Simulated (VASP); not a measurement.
Set up this calculation in VASP 6.6.1, as the native input.

* Task: single point
* Functional: PBE
* Potentials or basis: VASP PAW PBE potentials, release 64 (Cu_sv_GW, Pt_sv_GW)
* Cutoff: 820 eV
* k mesh: 6 × 6 × 4
* Occupations: gaussian, width 0.1 eV
* Spin: no spin polarisation
* Dipole correction: no
* Further INCAR settings: ALGO = Normal; EDIFF = 1e-06; NBANDS = 72

The structure of CuPt6 lies in POSCAR:

```
CuPt6
1.0
    7.1946324891      0.0000000000      0.0000000000
   -3.5973162446      6.2307345065      0.0000000000
    0.0000000000      0.0000000000      2.6184326982
Cu Pt
1 6
Direct
    0.0000000000      0.0000000000      0.5000000000
    0.7905820529      0.2094179471      0.5000000000
    0.7905820529      0.5811641059      0.5000000000
    0.4188358941      0.2094179471      0.5000000000
    0.2094179471      0.7905820529      0.5000000000
    0.2094179471      0.4188358941      0.5000000000
    0.5811641059      0.7905820529      0.5000000000
```

The cell was generated, and may not be a known phase.

These files were run (other wordings do the same):

INCAR

```
PREC = Accurate
ENCUT = 820
EDIFF = 1E-6
ISMEAR = 0
SIGMA = 0.1
LREAL = F
LASPH = T
NELM = 120
ALGO = Normal
ISIF = 2
LWAVE = F
LCHARG = F
GGA = PE
NBANDS = 72
GGA_COMPAT = F
```

KPOINTS

```
Automatic mesh
0
Gamma
  6 6 4
```

Potentials or basis: VASP PAW PBE potentials, release 64 (Cu_sv_GW, Pt_sv_GW).

Launch:

```bash
$ cat potpaw_PBE.64/Cu_sv_GW/POTCAR potpaw_PBE.64/Pt_sv_GW/POTCAR > POTCAR
$ mpirun -np 1 vasp_std > vasp.out
```

Results of the run:

The pressure is -0.3 GPa and the band gap on the k mesh is zero (an odd number of electrons rules out a gap without spin polarisation).

Caveat: the k points lie up to 0.60 Å⁻¹ apart, too coarse for converged energies and pressures of a metal; spin-orbit coupling is left out, which moves the levels of the heavy elements.

Wall time 5.7 min on 1 thread of Intel(R) Xeon(R) 6975P-C (Granite Rapids), with other jobs on the host, peak memory 0.52 GiB.
